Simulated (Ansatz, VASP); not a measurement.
# Two plane-wave programs on CsYPt2Se4

```
Cs Y Pt Se
1.0
     4.94009    0.00000    0.00000
     0.00000    4.94009    0.00000
     0.00000    0.00000    9.29682
Cs Y Pt Se
1 1 2 4
Direct
  0.50000 0.50000 0.00000
  0.50000 0.50000 0.50000
  0.00000 0.00000 0.72997
  0.00000 0.00000 0.27003
  0.50000 0.00000 0.68180
  0.00000 0.50000 0.68180
  0.50000 0.00000 0.31820
  0.00000 0.50000 0.31820
```

Alike in both runs: functional PBE; k mesh 4 × 4 × 2; occupations gaussian, width 0.1 eV; no spin polarisation.

Ansatz relaxed the structure, and its values are those at the end. VASP's run is a single point on that final structure, the one shown.

```csv
,VASP,Ansatz
version,VASP 6.6.1,Ansatz 0.2.0
potentials or method,"VASP PAW PBE potentials, release 64 (Cs_sv, Y_sv, Pt, Se), cutoff 520 eV","scalar-relativistic, plane waves, PAW"
valence electrons in the cell,64,120
```

|  | VASP | Ansatz | Ansatz less VASP |
| --- | --- | --- | --- |
| gap on the k mesh at the Fermi level (eV) | none | none | - |
| pressure (GPa) | 0.1 | 0.1 | -0.02 |
| rms of the force components (eV/Å) | 0.005 | 0.006 | +0.0010 |

A gap of «none» marks a metal or a gap that the smearing closes. With one functional, cell and mesh, what is left measures potentials, basis and numerics. VASP's potentials hold 64 valence electrons a cell and Ansatz's 120, so a difference there can come from the potentials and not from the codes.

Neither program's run includes spin-orbit coupling.
